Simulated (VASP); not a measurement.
# Ge in VASP: single point with PBE

Aim: the single point of Ge with PBE.

Program: VASP 6.6.1. These are calculated values, not measurements. Logs are shortened: lines on timing, memory, paths and dates and some standing lists are left out, and cuts for length are marked.

**1. The cell of the first run**

The cell holds a slab with vacuum, 6 atoms: a = 4.074 Å, b = 5.762 Å, c = 18.074 Å, α = 90.00°, β = 90.00°, γ = 90.00°.

**2. Single point, PBE**

File INCAR:

```
SYSTEM = Ge
PREC = Accurate ; ENCUT = 520
EDIFF = 1E-6 ; ISMEAR = 0
SIGMA = 0.1 ; LREAL = .False.
LASPH = .True. ; NELM = 100
ALGO = Normal ; ISIF = 2
LWAVE = .False. ; LCHARG = .False.
LDIPOL = .True. ; IDIPOL = 3
DIPOL = 0.5 0.5 0.499 ; GGA = PE
NBANDS = 51
```

File KPOINTS:

```
regular mesh
0
Gamma
  7 5 1
  0 0 0
```

File POSCAR:

```
Ge
1.0
    4.0740542216      0.0000000000      0.0000000000
    0.0000000000      5.7615827340      0.0000000000
    0.0000000000      0.0000000000     18.0740542216
Ge
6
Direct
    0.5000000000      0.0000000000      0.3872955074
    0.0000000000      0.2500000000      0.3872955074
    0.0000000000      0.5005156580      0.4994980539
    0.5000000000      0.7494843420      0.4994980539
    0.5000000000      0.0069199668      0.6099472494
    0.0000000000      0.2430800332      0.6099472494
```

Potentials or basis: VASP PAW PBE potentials, release 64 (Ge_d).

The run is started by

```bash
$ cat potpaw_PBE.64/Ge_d/POTCAR > POTCAR
$ mpirun -np 1 vasp_std > vasp.out
```

OUTCAR:

```text
SYSTEM = Ge
   PREC = Accurate
   ENCUT = 520
   EDIFF = 1E-6
   ISMEAR = 0
   LREAL = .False.
   LASPH = .True.
   NELM = 100
   ISIF = 2
   GGA = PE

 ion  position               nearest neighbor table
   1  0.500  0.000  0.387-   4 2.49   2 2.49   2 2.49
   2  0.000  0.250  0.387-   3 2.49   1 2.49   1 2.49
   3  0.000  0.501  0.499-   6 2.49   2 2.49   4 2.49   4 2.49
   4  0.500  0.749  0.499-   5 2.49   1 2.49   3 2.49   3 2.49
   5  0.500  0.007  0.610-   6 2.45   6 2.45   4 2.49
   6  0.000  0.243  0.610-   5 2.45   5 2.45   3 2.49

  LATTYP: Found a simple orthorhombic cell.
 ALAT       =     4.0740542216
 B/A-ratio  =     1.4142135624
 C/A-ratio  =     4.4363803814

  Lattice vectors:

 A1 = (   4.0740542216,   0.0000000000,   0.0000000000)
 A2 = (   0.0000000000,   5.7615827340,   0.0000000000)
 A3 = (   0.0000000000,   0.0000000000,  18.0740542216)

Analysis of symmetry for initial positions (statically):
=====================================================================
 Subroutine PRICEL returns:
 Original cell was already a primitive cell.

 Routine SETGRP: Setting up the symmetry group for a
 simple orthorhombic supercell.

 Subroutine GETGRP returns: Found  4 space group operations
 (whereof  2 operations were pure point group operations)
 out of a pool of  8 trial point group operations.

The static configuration has the point symmetry C_1h.
 The point group associated with its full space group is C_2v.

Analysis of symmetry for dynamics (positions and initial velocities):
=====================================================================
 Subroutine PRICEL returns:
 Original cell was already a primitive cell.

 Routine SETGRP: Setting up the symmetry group for a
 simple orthorhombic supercell.

 Subroutine GETGRP returns: Found  4 space group operations
 (whereof  2 operations were pure point group operations)
 out of a pool of  8 trial point group operations.

The dynamic configuration has the point symmetry C_1h.
 The point group associated with its full space group is C_2v.

 Subroutine INISYM returns: Found  4 space group operations
 (whereof  2 operations are pure point group operations),
 and found     1 'primitive' translations

----------------------------------------------------------------------------------------

                                     Primitive cell

  volume of cell :     424.2523

  direct lattice vectors                    reciprocal lattice vectors
     4.074054222  0.000000000  0.000000000     0.245455742  0.000000000  0.000000000
     0.000000000  5.761582734  0.000000000     0.000000000  0.173563419  0.000000000
     0.000000000  0.000000000 18.074054222     0.000000000  0.000000000  0.055327930

  length of vectors
     4.074054222  5.761582734 18.074054222     0.245455742  0.173563419  0.055327930

  position of ions in fractional coordinates (direct lattice)
     0.500000000  0.000000000  0.387295507
     0.000000000  0.250000000  0.387295507
     0.000000000  0.500515658  0.499498054
     0.500000000  0.749484342  0.499498054
     0.500000000  0.006919967  0.609947249
     0.000000000  0.243080033  0.609947249

  ion indices of the primitive-cell ions
   primitive index   ion index
                 1           1
                 2           2
                 3           3
                 4           4
                 5           5
                 6           6

----------------------------------------------------------------------------------------

 KPOINTS: regular mesh

Automatic generation of k-mesh.
 Grid dimensions read from file:
 generate k-points for:    7    5    1

 Generating k-lattice:

  Cartesian coordinates                     Fractional coordinates (reciprocal lattice)
     0.035065106  0.000000000  0.000000000     0.142857143  0.000000000  0.000000000
     0.000000000  0.034712684  0.000000000     0.000000000  0.200000000  0.000000000
     0.000000000  0.000000000  0.055327930     0.000000000  0.000000000  1.000000000

  Length of vectors
     0.035065106  0.034712684  0.055327930

  Shift w.r.t. Gamma in fractional coordinates (k-lattice)
     0.000000000  0.000000000  0.000000000

 Subroutine IBZKPT returns following result:
 ===========================================

 Found     12 irreducible k-points:

 Following reciprocal coordinates:
            Coordinates               Weight
  0.000000  0.000000  0.000000      1.000000
  0.142857  0.000000  0.000000      2.000000
  0.285714  0.000000  0.000000      2.000000
  0.428571  0.000000  0.000000      2.000000
  0.000000  0.200000  0.000000      2.000000
  0.142857  0.200000  0.000000      4.000000
  0.285714  0.200000  0.000000      4.000000
  0.428571  0.200000  0.000000      4.000000
  0.000000  0.400000  0.000000      2.000000
  0.142857  0.400000  0.000000      4.000000
  0.285714  0.400000  0.000000      4.000000
  0.428571  0.400000  0.000000      4.000000
   k-points           NKPTS =     12   k-points in BZ     NKDIM =     12   number of bands    NBANDS=     51
   number of dos      NEDOS =    301   number of ions     NIONS =      6
   total plane-waves  NPLWV = 201600
   dimension x,y,z NGX =    30 NGY =   48 NGZ =  140
   dimension x,y,z NGXF=    60 NGYF=   96 NGZF=  280
   ions per type =               6
   NGX,Y,Z   is equivalent  to a cutoff of  12.24, 13.85, 12.88 a.u.
   NGXF,Y,Z  is equivalent  to a cutoff of  24.48, 27.70, 25.75 a.u.
 SYSTEM =  Ge
   PREC   = accura    normal or accurate (medium, high low for compatibility)
   ISTART =      0    job   : 0-new  1-cont  2-samecut
   ICHARG =      2    charge: 1-file 2-atom 10-const
   ISPIN  =      1    spin polarized calculation?
   LNONCOLLINEAR =      F non collinear calculations
   LSORBIT =      F    spin-orbit coupling
   LASPH  =      T    aspherical Exc in radial PAW
   ENCUT  =  520.0 eV  38.22 Ry    6.18 a.u.   7.58 10.71 33.61*2*pi/ulx,y,z
   NELM   =    100;   NELMIN=  2; NELMDL= -5     # of ELM steps
   EDIFF  = 0.1E-05   stopping-criterion for ELM
   LREAL  =      F    real-space projection
   EDIFFG = 0.1E-04   stopping-criterion for IOM
   NSW    =      0    number of steps for IOM
   IBRION =     -1    ionic relax: 0-MD 1-quasi-New 2-CG
   NFREE  =      0    steps in history (QN), initial steepest desc. (CG)
   ISIF   =      2    stress and relaxation
   ISYM   =      2    0-nonsym 1-usesym 2-fastsym
   POTIM  = 0.5000    time-step for ionic-motion
   TEBEG  =    0.0;   TEEND  =   0.0 temperature during run
   PSTRESS=    0.0 pullay stress
   NELECT =      84.0000    total number of electrons
   NUPDOWN=      -1.0000    fix difference up-down
   EMIN   =  10.00;   EMAX   =-10.00  energy-range for DOS
   EFERMI =   0.00;   METHOD = LEGACY
   ISMEAR =     0;   SIGMA  =   0.10  broadening in eV -4-tet -1-fermi 0-gaus
   EFERMI_NEDOS =   21; number of points for ismear=-14 and -15
   IALGO  =     38    algorithm
   IMIX   =      4    mixing-type and parameters
     AMIX     =   0.40;   BMIX     =  1.00
     AMIX_MAG =   1.60;   BMIX_MAG =  1.00
  volume/ion in A,a.u.               =      70.71       477.17
  Fermi-wavevector in a.u.,A,eV,Ry     =   0.954172  1.803123 12.387338  0.910444
  Thomas-Fermi vector in A             =   2.082894
   LORBIT       =      0    0 simple, 1 ext, 2 COOP (PROOUT), +10 PAW based schemes
   GGA     = PE    functional components
   LHFCALC =     F    Hartree Fock is set to
   AEXX    =    0.0000 exact exchange contribution
   IVDW    =     0    specifies the selected vdW correction
   LEPSILON=     F    determine dielectric tensor
   LRPA    =     F    only Hartree local field effects (RPA)
 non-spin polarized calculation
 Gauss-broadening in eV      SIGMA  =   0.10
  energy-cutoff  :      520.00
  volume of cell :      424.25
 maximum number of plane-waves:     11459
   NGX = 15   NGY = 21   NGZ = 67

 dipolmoment           0.000000      0.000000      0.017875 electrons x Angstroem

 number of electron      83.9999970 magnetization

 dipolmoment           0.000000      0.000000     -0.003921 electrons x Angstroem

 Free energy of the ion-electron system (eV)
  ---------------------------------------------------
  ext. energy  EPLUGINS =         0.00000000
  ---------------------------------------------------
  free energy    TOTEN  =       -24.06656884 eV

  energy without entropy =      -24.04750584  energy(sigma->0) =      -24.05703734

 E-fermi :  -1.5752     XC(G=0):  -4.1409

 val. band max:       -1.6128904445   @ k =   0.0000   0.4000   0.0000
 cond. band min:      -1.5588109263   @ k =   0.2857   0.4000   0.0000
 fundamental gap:      0.0540795182
 Fermi energy:        -1.5751679210

 k-point     1 :       0.0000    0.0000    0.0000
  band No.  band energies     occupation
      1     -26.1856      2.00000
      2     -26.1733      2.00000
      3     -26.1660      2.00000
      4     -26.1347      2.00000
      5     -26.1251      2.00000
      6     -26.0929      2.00000
[... 43 lines left out ...]
     50       2.6855      0.00000
     51       2.7326      0.00000

 k-point     2 :       0.1429    0.0000    0.0000
  band No.  band energies     occupation
      1     -26.1851      2.00000
      2     -26.1727      2.00000
      3     -26.1724      2.00000
      4     -26.1442      2.00000
      5     -26.1194      2.00000
      6     -26.0893      2.00000
[... 43 lines left out ...]
     50       2.0549      0.00000
     51       2.9289      0.00000

 k-point     3 :       0.2857    0.0000    0.0000
  band No.  band energies     occupation
      1     -26.1841      2.00000
      2     -26.1802      2.00000
      3     -26.1713      2.00000
      4     -26.1562      2.00000
      5     -26.1128      2.00000
      6     -26.0848      2.00000
[... 475 lines left out ...]
     50       3.6364      0.00000
     51       3.6729      0.00000

 k-point    12 :       0.4286    0.4000    0.0000
  band No.  band energies     occupation
      1     -26.1846      2.00000
      2     -26.1835      2.00000
      3     -26.1697      2.00000
      4     -26.1680      2.00000
      5     -26.0898      2.00000
      6     -26.0817      2.00000
[... 43 lines left out ...]
     50       3.5702      0.00000
     51       3.6754      0.00000

------------------------ aborting loop because EDIFF is reached ----------------------------------------

 vacuum level on the upper side and lower side of the slab       (xc-potential included)        -0.163        -0.134

  FORCE on cell =-STRESS in cart. coord.  units (eV):
  Direction    XX          YY          ZZ          XY          YZ          ZX
  --------------------------------------------------------------------------------------
  -------------------------------------------------------------------------------------
  Total        0.0951212      0.1362950     -0.0374992      0.0000000      0.0000000      0.0000000
  in kB        0.3592227      0.5147143     -0.1416146      0.0000000      0.0000000      0.0000000
  external PRESSURE =       0.2441075 kB  Pullay stress =       0.0000000 kB

 VOLUME and BASIS-vectors are now :
 -----------------------------------------------------------------------------
  energy-cutoff  :      520.00
  volume of cell :      424.25
      direct lattice vectors                 reciprocal lattice vectors
     4.074054222  0.000000000  0.000000000     0.245455742  0.000000000  0.000000000
     0.000000000  5.761582734  0.000000000     0.000000000  0.173563419  0.000000000
     0.000000000  0.000000000 18.074054222     0.000000000  0.000000000  0.055327930

 POSITION                                       TOTAL-FORCE (eV/Angst)
 -----------------------------------------------------------------------------------
      2.03703      0.00000      7.00000         0.000000      0.381608     -0.006820
      0.00000      1.44040      7.00000         0.000000     -0.381608     -0.006820
      0.00000      2.88376      9.02795         0.000000     -0.002008      0.009803
      2.03703      4.31822      9.02795         0.000000      0.002008      0.009803
      2.03703      0.03987     11.02422         0.000000     -0.004661     -0.002982
      0.00000      1.40053     11.02422         0.000000      0.004661     -0.002982
 -----------------------------------------------------------------------------------
    total drift:                                0.000000      0.000000      0.004068

  FREE ENERGIE OF THE ION-ELECTRON SYSTEM (eV)
  ---------------------------------------------------
  free  energy   TOTEN  =       -24.0665688410 eV

  energy  without entropy=      -24.0475058433  energy(sigma->0) =      -24.05703734

 vacuum level on the upper side and lower side of the slab         2.798         2.828
```

Wall time 12 min (1 thread of Intel Xeon 8259CL, shared host); peak memory 0.55 GiB.

Results:

- Free energy: -24.0666 eV
- Largest force: 0.382 eV/Å
- Band gap on the k mesh: zero (bands 42 and 43 overlap by 0.27 eV)

Forces in eV/Å, atoms in the order of the input:
```
Ge   0.000  0.382 -0.007
Ge   0.000 -0.382 -0.007
Ge   0.000 -0.002  0.010
Ge   0.000  0.002  0.010
Ge   0.000 -0.005 -0.003
Ge   0.000  0.005 -0.003
```
